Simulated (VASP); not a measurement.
# Ag (I4/mmm) in VASP: further runs, part 2 of 2

VASP 6.6.1. Earlier steps stand in the parts before.

## Step 5: Single point, PBEsol

File INCAR:

```
PREC = Accurate
ENCUT = 520
EDIFF = 1E-7
ISMEAR = 0
SIGMA = 0.15
LREAL = False
LASPH = True
NELM = 100
ALGO = Fast
ISIF = 2
LWAVE = False
LCHARG = False
GGA = PS
NBANDS = 12
```

File KPOINTS:

```
Automatic mesh
0
Gamma
  22 22 22
```

File POSCAR:

```
Ag
1.0
   -1.7986143269      1.7986143269      1.4029191750
    1.7986143269     -1.7986143269      1.4029191750
    1.7986143269      1.7986143269     -1.4029191750
Ag
1
Direct
    0.0000000000      0.0000000000      0.0000000000
```

Potentials or basis: VASP PAW PBE potentials, release 64 (Ag).

Launch:

```sh
$ cat potpaw_PBE.64/Ag/POTCAR > POTCAR
$ mpirun -np 1 vasp_std > vasp.out
```

OUTCAR:

```text
PREC = Accurate
   ENCUT = 520
   EDIFF = 1E-7
   ISMEAR = 0
   LREAL = False
   LASPH = True
   NELM = 100
   ISIF = 2
   GGA = PS

 ion  position               nearest neighbor table
   1  0.000  0.000  0.000-

  LATTYP: Found a body centered tetragonal cell.
 ALAT       =     3.5972286538
 C/A-ratio  =     0.7800000000

  Lattice vectors:

 A1 = (  -1.7986143269,   1.7986143269,   1.4029191750)
 A2 = (   1.7986143269,  -1.7986143269,   1.4029191750)
 A3 = (   1.7986143269,   1.7986143269,  -1.4029191750)

Analysis of symmetry for initial positions (statically):
=====================================================================
 Subroutine PRICEL returns:
 Original cell was already a primitive cell.

 Routine SETGRP: Setting up the symmetry group for a
 body centered tetragonal supercell.

 Subroutine GETGRP returns: Found 16 space group operations
 (whereof 16 operations were pure point group operations)
 out of a pool of 16 trial point group operations.

The static configuration has the point symmetry D_4h.

Analysis of symmetry for dynamics (positions and initial velocities):
=====================================================================
 Subroutine PRICEL returns:
 Original cell was already a primitive cell.

 Routine SETGRP: Setting up the symmetry group for a
 body centered tetragonal supercell.

 Subroutine GETGRP returns: Found 16 space group operations
 (whereof 16 operations were pure point group operations)
 out of a pool of 16 trial point group operations.

The dynamic configuration has the point symmetry D_4h.

 Subroutine INISYM returns: Found 16 space group operations
 (whereof 16 operations are pure point group operations),
 and found     1 'primitive' translations

----------------------------------------------------------------------------------------

                                     Primitive cell

  volume of cell :      18.1538

  direct lattice vectors                    reciprocal lattice vectors
    -1.798614327  1.798614327  1.402919175     0.000000000  0.277991781  0.356399719
     1.798614327 -1.798614327  1.402919175     0.277991781  0.000000000  0.356399719
     1.798614327  1.798614327 -1.402919175     0.277991781  0.277991781  0.000000000

  length of vectors
     2.904859584  2.904859584  2.904859584     0.451995786  0.451995786  0.393139747

  position of ions in fractional coordinates (direct lattice)
     0.000000000  0.000000000  0.000000000

  ion indices of the primitive-cell ions
   primitive index   ion index
                 1           1

----------------------------------------------------------------------------------------

 KPOINTS: Automatic mesh

Automatic generation of k-mesh.
 Grid dimensions read from file:
 generate k-points for:   22   22   22

 Generating k-lattice:

  Cartesian coordinates                     Fractional coordinates (reciprocal lattice)
     0.000000000  0.012635990  0.016199987     0.045454545  0.000000000 -0.000000000
     0.012635990  0.000000000  0.016199987     0.000000000  0.045454545 -0.000000000
     0.012635990  0.012635990  0.000000000     0.000000000  0.000000000  0.045454545

  Length of vectors
     0.020545263  0.020545263  0.017869988

  Shift w.r.t. Gamma in fractional coordinates (k-lattice)
     0.000000000  0.000000000  0.000000000

 Subroutine IBZKPT returns following result:
 ===========================================

 Found    834 irreducible k-points:

 Following reciprocal coordinates:
            Coordinates               Weight
  0.000000  0.000000  0.000000      1.000000
  0.045455  0.000000 -0.000000      8.000000
  0.090909  0.000000 -0.000000      8.000000
  0.136364  0.000000  0.000000      8.000000
  0.181818 -0.000000  0.000000      8.000000
  0.227273 -0.000000  0.000000      8.000000
[... 16 lines left out ...]
  0.500000  0.045455  0.000000     16.000000
 -0.454545  0.045455 -0.000000     16.000000
 [... further k-points ...]
   k-points           NKPTS =    834   k-points in BZ     NKDIM =    834   number of bands    NBANDS=     12
   number of dos      NEDOS =    301   number of ions     NIONS =      1
   total plane-waves  NPLWV =  13824
   dimension x,y,z NGX =    24 NGY =   24 NGZ =   24
   dimension x,y,z NGXF=    48 NGYF=   48 NGZF=   48
   ions per type =               1
   NGX,Y,Z   is equivalent  to a cutoff of  13.74, 13.74, 13.74 a.u.
   NGXF,Y,Z  is equivalent  to a cutoff of  27.47, 27.47, 27.47 a.u.
 SYSTEM =  unknown system
   PREC   = accura    normal or accurate (medium, high low for compatibility)
   ISTART =      0    job   : 0-new  1-cont  2-samecut
   ICHARG =      2    charge: 1-file 2-atom 10-const
   ISPIN  =      1    spin polarized calculation?
   LNONCOLLINEAR =      F non collinear calculations
   LSORBIT =      F    spin-orbit coupling
   LASPH  =      T    aspherical Exc in radial PAW
   ENCUT  =  520.0 eV  38.22 Ry    6.18 a.u.   5.40  5.40  5.40*2*pi/ulx,y,z
   NELM   =    100;   NELMIN=  2; NELMDL= -5     # of ELM steps
   EDIFF  = 0.1E-06   stopping-criterion for ELM
   LREAL  =      F    real-space projection
   EDIFFG = 0.1E-05   stopping-criterion for IOM
   NSW    =      0    number of steps for IOM
   IBRION =     -1    ionic relax: 0-MD 1-quasi-New 2-CG
   NFREE  =      0    steps in history (QN), initial steepest desc. (CG)
   ISIF   =      2    stress and relaxation
   ISYM   =      2    0-nonsym 1-usesym 2-fastsym
   POTIM  = 0.5000    time-step for ionic-motion
   TEBEG  =    0.0;   TEEND  =   0.0 temperature during run
   PSTRESS=    0.0 pullay stress
   NELECT =      11.0000    total number of electrons
   NUPDOWN=      -1.0000    fix difference up-down
   EMIN   =  10.00;   EMAX   =-10.00  energy-range for DOS
   EFERMI =   0.00;   METHOD = LEGACY
   ISMEAR =     0;   SIGMA  =   0.15  broadening in eV -4-tet -1-fermi 0-gaus
   EFERMI_NEDOS =   21; number of points for ismear=-14 and -15
   IALGO  =     68    algorithm
   IMIX   =      4    mixing-type and parameters
     AMIX     =   0.40;   BMIX     =  1.00
     AMIX_MAG =   1.60;   BMIX_MAG =  1.00
  volume/ion in A,a.u.               =      18.15       122.51
  Fermi-wavevector in a.u.,A,eV,Ry     =   1.385318  2.617871 26.111022  1.919106
  Thomas-Fermi vector in A             =   2.509739
   LORBIT       =      0    0 simple, 1 ext, 2 COOP (PROOUT), +10 PAW based schemes
   GGA     = PS    functional components
   LHFCALC =     F    Hartree Fock is set to
   AEXX    =    0.0000 exact exchange contribution
   IVDW    =     0    specifies the selected vdW correction
   LEPSILON=     F    determine dielectric tensor
   LRPA    =     F    only Hartree local field effects (RPA)
 non-spin polarized calculation
 RMM-DIIS sequential band-by-band and
 Gauss-broadening in eV      SIGMA  =   0.15
  energy-cutoff  :      520.00
  volume of cell :       18.15
 maximum number of plane-waves:       503
 NGX is ok and might be reduce to    24
   NGX = 11   NGY = 11   NGZ = 11

 number of electron      11.0000003 magnetization

 Free energy of the ion-electron system (eV)
  ---------------------------------------------------
  ext. energy  EPLUGINS =         0.00000000
  ---------------------------------------------------
  free energy    TOTEN  =        -3.22100218 eV

  energy without entropy =       -3.21786981  energy(sigma->0) =       -3.21943599

 E-fermi :   7.4087     XC(G=0): -12.0269

 val. band max:        7.3964816588   @ k =  -0.3182   0.5000   0.0455
 cond. band min:       7.4100894036   @ k =  -0.2273  -0.2727   0.2273
 fundamental gap:      0.0136077448
 Fermi energy:         7.4086941825

 k-point     1 :       0.0000    0.0000    0.0000
  band No.  band energies     occupation
      1       0.0088      2.00000
      2       2.1338      2.00000
      3       2.8800      2.00000
      4       3.3322      2.00000
      5       3.3322      2.00000
      6       4.2845      2.00000
      7      22.9270      0.00000
      8      22.9270      0.00000
      9      29.0091      0.00000
     10      29.2609      0.00000
     11      30.0713      0.00000
     12      30.0764      0.00000
[... 331 lines left out ...]
 k-point    24 :      -0.4545    0.0455   -0.0000
  band No.  band energies     occupation
      1       1.4426      2.00000
      2       1.7967      2.00000
      3       3.7753      2.00000
      4       4.5034      2.00000
      5       4.5470      2.00000
      6       7.1120      1.99485
      7      13.8364      0.00000
      8      19.2638      0.00000
      9      20.0649      0.00000
     10      25.7699      0.00000
     11      26.6180      0.00000
     12      30.3712      0.00000

 [... further k-points ...]
[... 5 lines left out ...]
  --------------------------------------------------------------------------------------
  -------------------------------------------------------------------------------------
  Total       -0.8982055     -0.8982055     -0.2549175      0.0000000     -0.0000000      0.0000000
  in kB      -79.2715860    -79.2715860    -22.4978707      0.0000000     -0.0000000      0.0000000
  external PRESSURE =     -60.3470142 kB  Pullay stress =       0.0000000 kB

 VOLUME and BASIS-vectors are now :
 -----------------------------------------------------------------------------
  energy-cutoff  :      520.00
  volume of cell :       18.15
      direct lattice vectors                 reciprocal lattice vectors
    -1.798614327  1.798614327  1.402919175     0.000000000  0.277991781  0.356399719
     1.798614327 -1.798614327  1.402919175     0.277991781  0.000000000  0.356399719
     1.798614327  1.798614327 -1.402919175     0.277991781  0.277991781  0.000000000

 POSITION                                       TOTAL-FORCE (eV/Angst)
 -----------------------------------------------------------------------------------
      0.00000      0.00000      0.00000        -0.000000      0.000000     -0.000000
 -----------------------------------------------------------------------------------
    total drift:                               -0.000000     -0.000000      0.000000

  FREE ENERGIE OF THE ION-ELECTRON SYSTEM (eV)
  ---------------------------------------------------
  free  energy   TOTEN  =        -3.2210021782 eV

  energy  without entropy=       -3.2178698054  energy(sigma->0) =       -3.21943599
```

Run time: 1.7 min. Hardware: 1 thread of AMD EPYC 9R45 (Zen 5), shared host; peak memory 0.25 GiB.

What came out:

```yaml
Free_energy: -3.2210 eV
Pressure: -6.0 GPa
Band_gap_on_the_k_mesh: zero (an odd number of electrons rules out a gap without spin polarisation)
```

Caveat: the cell stands under tension; the PAW data sets were made with another functional, which shifts forces and pressure a little.

## Step 6: The runs side by side

| cell | further INCAR settings | gap on the mesh (eV) | pressure (GPa) |
| --- | --- | --- | --- |
| a = 2.938 Å, angles 101.5, 101.5, 126.9°, 1 atom | ALGO = Fast; EDIFF = 1e-07; NBANDS = 12 | none | -2.6 |
| a = 2.884 Å, angles 105.4, 105.4, 118.0°, 1 atom | ALGO = Fast; EDIFF = 1e-07; NBANDS = 12 | none | -7.1 |
| a = 2.890 Å, angles 114.7, 114.7, 99.4°, 1 atom | ALGO = Fast; EDIFF = 1e-06; NBANDS = 12 | none | -7.6 |
| a = 2.905 Å, angles 103.5, 103.5, 122.2°, 1 atom | ALGO = Fast; EDIFF = 1e-07; NBANDS = 12 | none | -6.0 |

Alike in all rows: task single point; level PBEsol; potentials or basis VASP PAW PBE potentials, release 64 (Ag); no spin polarisation; k mesh 22 × 22 × 22; cutoff (eV) 520; smearing gaussian 0.15 eV.

Caveats: the PAW data sets were made with another functional, which shifts forces and pressure a little; the cell stands under tension (at least some runs).

Absolute energies hang on the potentials; compare differences alone.
